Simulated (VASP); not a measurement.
The system is Co.

```
Co
1.0
     2.48736    0.00000    0.00000
    -1.24368    2.15412    0.00000
     0.00000    0.00000    4.06329
Co
2
Direct
  0.66667 0.33333 0.25986
  0.33333 0.66667 0.74014
```

```yaml
Program: VASP 6.6.1
Task: relaxation of cell and atoms
Functional: LDA
Potentials_or_basis: VASP PAW LDA potentials, release 64 (Co)
Cutoff: 600 eV
k_mesh: 14 × 14 × 8
Occupations: fermi-dirac, width 0.1 eV
Spin: collinear spin, ferromagnetic start
Starting_moments: "[1.8, 1.8] μB"
```

At the start: pressure -18.8 GPa; volume 10.89 Å³/atom.

How do energy, volume and symmetry change on relaxing?

Over 8 steps the energy falls by 71.8 meV/atom and the volume is 9.94 Å³/atom (-8.7 %); space group P-3m1 (No. 164, to 0.1 Å) before, P6_3/mmc (No. 194, to 0.1 Å); moment 2.84 μB per cell.

The path:
| step | energy change (eV) | largest force (eV/Å) | pressure (GPa) | volume (Å³) |
| --- | --- | --- | --- | --- |
| 1 | 0.0000 | 0.4265 | -18.81 | 21.77 |
| 2 | 0.0361 | 0.6021 | 30.91 | 17.99 |
| 3 | -0.1254 | 0.5712 | 0.69 | 19.90 |
| 4 | -0.1254 | 0.5731 | 1.01 | 19.86 |
| 5 | -0.1431 | 0.0746 | 1.03 | 19.80 |
| 6 | -0.1433 | 0.0003 | 1.11 | 19.80 |
| 7 | -0.1433 | 0.0012 | -1.23 | 19.98 |
| 8 | -0.1436 | 0.0004 | 0.00 | 19.88 |

Final structure:
```xyz
2
Lattice="2.4230 0.0000 0.0000 -1.2115 2.0984 0.0000 0.0000 0.0000 3.9103" Properties=species:S:1:pos:R:3 pbc="T T T"
Co    1.2115    0.6995    0.9776
Co    0.0000    1.3989    2.9327
```
